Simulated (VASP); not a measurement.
# Na2S (Fm-3m) in VASP: vibrations by perturbation theory with PBEsol

Aim: the vibrations by perturbation theory of Na2S with PBEsol.

All numbers are computed with VASP 6.6.1; they aren't measurements. Logs are shortened: lines on timing, memory, paths and dates and some standing lists are left out, and cuts for length are marked.

### 1 The cell of the first run

Symmetry: Fm-3m, No. 225, cubic system. The conventional cell has a = 6.374 Å, b = 6.374 Å, c = 6.374 Å, α = 90.00°, β = 90.00°, γ = 90.00°. Na (site symmetry -43m) has 4 S at 2.76 Å and 6 Na at 3.19 Å within 3.6 Å. Within 3.6 Å of S (site symmetry m-3m) lie 8 Na at 2.76 Å.

### 2 Vibrations by perturbation theory, PBEsol

File INCAR:

```
PREC = Accurate
ENCUT = 500
EDIFF = 1E-8
ISMEAR = 0
SIGMA = 0.01
LREAL = False
LASPH = True
NELM = 120
ALGO = Normal
ISIF = 2
LWAVE = False
LCHARG = True
GGA = PS
IBRION = 8
NSW = 1
LEPSILON = True
GGA_COMPAT = False
```

File KPOINTS:

```
Automatic mesh
0
Gamma
  8 8 8
```

File POSCAR:

```
Na2S
1.0
    0.0000000000      3.1868102341      3.1868102341
    3.1868102341      0.0000000000      3.1868102341
    3.1868102341      3.1868102341      0.0000000000
Na S
2 1
Direct
    0.2500000000      0.2500000000      0.2500000000
    0.7500000000      0.7500000000      0.7500000000
    0.0000000000      0.0000000000      0.0000000000
```

Potentials or basis: VASP PAW PBE potentials, release 64 (Na_pv, S).

Started as:

```
$ cat potpaw_PBE.64/Na_pv/POTCAR potpaw_PBE.64/S/POTCAR > POTCAR
$ mpirun -np 1 vasp_std > vasp.out
```

OUTCAR:

```text
PREC = Accurate
   ENCUT = 500
   EDIFF = 1E-8
   ISMEAR = 0
   LREAL = False
   LASPH = True
   NELM = 120
   ISIF = 2
   GGA = PS
   IBRION = 8
   NSW = 1
   LEPSILON = True

 ion  position               nearest neighbor table
   1  0.250  0.250  0.250-   3 2.76   3 2.76   3 2.76   3 2.76
   2  0.750  0.750  0.750-   3 2.76   3 2.76   3 2.76   3 2.76
   3  0.000  0.000  0.000-   2 2.76   2 2.76   2 2.76   1 2.76   2 2.76   1 2.76   1 2.76   1 2.76

  LATTYP: Found a face centered cubic cell.
 ALAT       =     6.3736204682

  Lattice vectors:

 A1 = (   0.0000000000,   3.1868102341,   3.1868102341)
 A2 = (   3.1868102341,   0.0000000000,   3.1868102341)
 A3 = (   3.1868102341,   3.1868102341,   0.0000000000)

Analysis of symmetry for initial positions (statically):
=====================================================================
 Subroutine PRICEL returns:
 Original cell was already a primitive cell.

 Routine SETGRP: Setting up the symmetry group for a
 face centered cubic supercell.

 Subroutine GETGRP returns: Found 48 space group operations
 (whereof 48 operations were pure point group operations)
 out of a pool of 48 trial point group operations.

The static configuration has the point symmetry O_h .

Analysis of symmetry for dynamics (positions and initial velocities):
=====================================================================
 Subroutine PRICEL returns:
 Original cell was already a primitive cell.

 Routine SETGRP: Setting up the symmetry group for a
 face centered cubic supercell.

 Subroutine GETGRP returns: Found 48 space group operations
 (whereof 48 operations were pure point group operations)
 out of a pool of 48 trial point group operations.

The dynamic configuration has the point symmetry O_h .

 Subroutine INISYM returns: Found 48 space group operations
 (whereof 48 operations are pure point group operations),
 and found     1 'primitive' translations

[... 653 lines left out ...]
  y     0.00000     0.00000     0.00000     0.00000     0.00000     0.00000
  z     0.00000     0.00000     0.00000     0.00000     0.00000     0.00000

 PIEZOELECTRIC TENSOR (including local field effects)  for field in x, y, z        (C/m^2)
          XX          YY          ZZ          XY          YZ          ZX
  --------------------------------------------------------------------------------
  x     0.00000     0.00000     0.00000     0.00000     0.00000     0.00000
  y     0.00000     0.00000     0.00000     0.00000     0.00000     0.00000
  z     0.00000     0.00000     0.00000     0.00000     0.00000     0.00000

 BORN EFFECTIVE CHARGES (including local field effects) (in |e|, cummulative output)
 ---------------------------------------------------------------------------------
 ion    1
    1     0.93479     0.00000     0.00000
    2     0.00000     0.93479     0.00000
    3     0.00000     0.00000     0.93479
 ion    2
    1     0.93479     0.00000     0.00000
    2     0.00000     0.93479     0.00000
    3     0.00000     0.00000     0.93479
 ion    3
    1    -1.86958     0.00000     0.00000
    2     0.00000    -1.86958     0.00000
    3     0.00000     0.00000    -1.86958

 INTERNAL STRAIN TENSOR FOR ION    3 for displacements in x,y,z  (eV/Angst):
          X           Y           Z          XY          YZ          ZX
  --------------------------------------------------------------------------------
  x     0.00000     0.00000     0.00000     0.00000     0.00000     0.00000
  y     0.00000     0.00000     0.00000     0.00000     0.00000     0.00000
  z     0.00000     0.00000     0.00000     0.00000     0.00000     0.00000

 SECOND DERIVATIVES (NOT SYMMETRIZED)
 ------------------------------------
               1X          1Y          1Z          2X          2Y          2Z          3X          3Y          3Z
  1X    -2.695810    0.000000    0.000000    0.839992    0.000000    0.000000    1.855818    0.000000    0.000000
  1Y     0.000000   -2.695810    0.000000    0.000000    0.839992    0.000000    0.000000    1.855818    0.000000
  1Z     0.000000    0.000000   -2.695810    0.000000    0.000000    0.839992    0.000000    0.000000    1.855818
  2X     0.839992    0.000000    0.000000   -2.695810    0.000000    0.000000    1.855818    0.000000    0.000000
  2Y     0.000000    0.839992    0.000000    0.000000   -2.695810    0.000000    0.000000    1.855818    0.000000
  2Z     0.000000    0.000000    0.839992    0.000000    0.000000   -2.695810    0.000000    0.000000    1.855818
  3X     1.864027    0.000000    0.000000    1.864027    0.000000    0.000000   -3.728053    0.000000    0.000000
  3Y     0.000000    1.864027    0.000000    0.000000    1.864027    0.000000    0.000000   -3.728053    0.000000
  3Z     0.000000    0.000000    1.864027    0.000000    0.000000    1.864027    0.000000    0.000000   -3.728053

 Eigenvectors and eigenvalues of the dynamical matrix
 ----------------------------------------------------

   1 f  =    6.938526 THz    43.596048 2PiTHz  231.444331 cm-1    28.695427 meV
             X         Y         Z           dx          dy          dz
      1.593405  1.593405  1.593405     0.025316   -0.446402   -0.070575
      4.780215  4.780215  4.780215     0.025316   -0.446402   -0.070575
      0.000000  0.000000  0.000000    -0.042967    0.757637    0.119780
[... 43 lines left out ...]
   9 f/i=    0.007530 THz     0.047312 2PiTHz    0.251173 cm-1     0.031141 meV
             X         Y         Z           dx          dy          dz
      1.593405  1.593405  1.593405    -0.175402    0.488102   -0.161535
      4.780215  4.780215  4.780215    -0.175402    0.488102   -0.161535
      0.000000  0.000000  0.000000    -0.206695    0.575183   -0.190354

--------------------------------------------------------------------------------------------------------

 MACROSCOPIC STATIC DIELECTRIC TENSOR IONIC CONTRIBUTION
 ------------------------------------------------------
           2.624891    -0.000000     0.000000
          -0.000000     2.624891     0.000000
           0.000000     0.000000     2.624891
 ------------------------------------------------------

 ELASTIC MODULI CONTR FROM IONIC RELAXATION (kBar)
 Direction    XX          YY          ZZ          XY          YZ          ZX
 --------------------------------------------------------------------------------
 XX          -0.0000     -0.0000      0.0000     -0.0000      0.0000      0.0000
 YY          -0.0000     -0.0000      0.0000     -0.0000      0.0000      0.0000
 ZZ           0.0000      0.0000     -0.0000      0.0000     -0.0000     -0.0000
 XY          -0.0000     -0.0000      0.0000    -66.6178     -0.0000      0.0000
 YZ           0.0000      0.0000     -0.0000     -0.0000    -66.6178     -0.0000
 ZX           0.0000      0.0000     -0.0000      0.0000     -0.0000    -66.6178
 --------------------------------------------------------------------------------

 PIEZOELECTRIC TENSOR IONIC CONTR  for field in x, y, z        (C/m^2)
          XX          YY          ZZ          XY          YZ          ZX
  --------------------------------------------------------------------------------
  x    -0.00000    -0.00000     0.00000     0.00000     0.00000     0.00000
  y     0.00000    -0.00000    -0.00000    -0.00000     0.00000    -0.00000
  z     0.00000     0.00000    -0.00000     0.00000     0.00000    -0.00000
```

OSZICAR:

```text
N       E                     dE             d eps       ncg     rms          rms(c)
DAV:   1     0.145381715196E+03    0.14538E+03   -0.10363E+04   812   0.147E+03
DAV:   2     0.109710530140E+01   -0.14428E+03   -0.14199E+03   854   0.370E+02
DAV:   3    -0.109077599060E+02   -0.12005E+02   -0.11964E+02  1052   0.102E+02
DAV:   4    -0.111203014151E+02   -0.21254E+00   -0.21242E+00   914   0.147E+01
[... 187 lines left out ...]
RMM:  11    -0.111799348953E+00   -0.41525E-06    0.22320E-08  2904   0.953E-05    0.549E-05
RMM:  12    -0.111799460917E+00   -0.11196E-06    0.46330E-07  3150   0.550E-05    0.124E-05
RMM:  13    -0.111799433082E+00    0.27835E-07    0.53135E-07  3064   0.198E-05    0.865E-06
RMM:  14    -0.111799428609E+00    0.44723E-08    0.64234E-08  2720   0.137E-05    0.140E-06
 Linear response finished
```

Run time: 17 min. Hardware: 1 thread of Intel Xeon 8259CL, shared host; peak memory 0.37 GiB.

What came out:

- Electronic dielectric tensor (diagonal): 3.54
- Born charges (mean of the diagonal): Na +0.93; S -1.87 e
- Highest phonon frequency at Γ, LO-TO splitting left out: 231 cm⁻¹

Phonon frequencies in cm⁻¹ (negative: imaginary):
```
              q point                    frequencies
(0.000, 0.000, 0.000)  0 0 0 205 205 205 231 231 231
```

Electronic dielectric tensor:
```
3.54 0.00 0.00
0.00 3.54 0.00
0.00 0.00 3.54
```

Born effective charge tensors (e):
atom 1, Na
```
0.93 0.00 0.00
0.00 0.93 0.00
0.00 0.00 0.93
```
atom 2, Na
```
0.93 0.00 0.00
0.00 0.93 0.00
0.00 0.00 0.93
```
atom 3, S
```
-1.87  0.00  0.00
 0.00 -1.87  0.00
 0.00  0.00 -1.87
```

Caveat: the cell stands under pressure or tension, which shifts response properties.
